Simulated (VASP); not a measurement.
Ta16S, 17 atoms in the cell. The cell holds a slab with vacuum, 17 atoms: a = 6.638 Å, b = 6.638 Å, c = 20.300 Å, α = 90.00°, β = 90.00°, γ = 90.00°. 

| Quantity | Value |
| --- | --- |
| Program | VASP 6.6.1 |
| Task | single point |
| Functional | PBE |
| Potentials or basis | VASP PAW PBE potentials, release 64 (Ta_pv, S) |
| Cutoff | 520 eV |
| k mesh | 4 × 4 × 1 |
| Occupations | gaussian, width 0.1 eV |
| Spin | no spin polarisation |
| Dipole correction | yes |
| Further INCAR settings | LREAL = Auto; ALGO = Normal; EDIFF = 1e-06; NBANDS = 105 |

Potentials or basis: VASP PAW PBE potentials, release 64 (Ta_pv, S).

Launch:

```console
$ cat potpaw_PBE.64/Ta_pv/POTCAR potpaw_PBE.64/S/POTCAR > POTCAR
$ mpirun -np 1 vasp_std > vasp.out
```

Hardware: 1 thread of Intel(R) Xeon(R) 6975P-C (Granite Rapids), on a shared host.

**Question.** Estimate the wall time of this run.

**Answer.** Run time: 29 min on 1 thread of Intel(R) Xeon(R) 6975P-C (Granite Rapids) (shared host), peak memory 1.1 GiB. Counts: scf iterations 34, k points 10.
